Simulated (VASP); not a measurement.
A run of VASP 6.6.1 is set up as follows.

File INCAR:

```
PREC = Accurate
ENCUT = 400
EDIFF = 1E-6
ISMEAR = -1
SIGMA = 0.0844
LREAL = Auto
LASPH = True
NELM = 120
ALGO = Normal
ISIF = 2
LWAVE = False
LCHARG = True
GGA = PE
LELF = True
LVHAR = True
ISYM = -1
NBANDS = 120
GGA_COMPAT = False
```

KPOINTS

```
explicit points
1
Reciprocal
  0.25000000   0.25000000   0.25000000 1
```

File POSCAR:

```
Ni5Pt7Au8
1.0
    6.7224710000      0.0307370000     -0.2565140000
    0.0307370000      6.8221740000      0.0288080000
   -0.2565140000      0.0288080000      6.8536550000
Au Pt Ni
8 7 5
Direct
    0.2023891588      0.6009563522      0.4341628375
    0.8271375310      0.5381557858      0.2383665599
    0.2585087981      0.1196444581      0.1202757373
    0.5084881795      0.8418380261      0.2571891446
    0.8325784651      0.8140889082      0.9385189011
    0.9706954024      0.2365680395      0.4548877801
    0.8438881377      0.9025348085      0.5121114061
    0.3482525232      0.7491399454      0.8471849581
    0.7230048261      0.4310111692      0.9004029660
    0.3203177346      0.3782230076      0.7566726272
    0.4328777702      0.4728031314      0.1554917334
    0.6107677122      0.5673556657      0.5477909359
    0.2609460584      0.9968305364      0.5422428796
    0.5747879882      0.0823040231      0.8332190855
    0.5618436168      0.2162596310      0.4620862512
    0.0046725999      0.1546408441      0.8190999830
    0.0883094957      0.4735231138      0.0135224735
    0.9702671770      0.5780477771      0.7045050727
    0.8398401559      0.1716062358      0.1016465120
    0.1349292421      0.7891515347      0.1600110251
```

Potentials or basis: VASP PAW PBE potentials, release 64 (Au, Pt, Ni).

Run with:

```bash
$ cat potpaw_PBE.64/Au/POTCAR potpaw_PBE.64/Pt/POTCAR potpaw_PBE.64/Ni/POTCAR > POTCAR
$ mpirun -np 1 vasp_std > vasp.out
```

Predict the pressure.

10.5 GPa.

Estimate the largest force.

3.221 eV/Å.

Stress tensor (GPa, compression positive):
```
 7.97  0.96  3.26
 0.96 14.35 -2.44
 3.26 -2.44  9.25
```

Caveat: the atoms stand as in a frame of molecular dynamics; spin-orbit coupling is left out, which moves the levels of the heavy elements. Spin polarisation is off, so any magnetic state and its effect on volume and gap are missing.
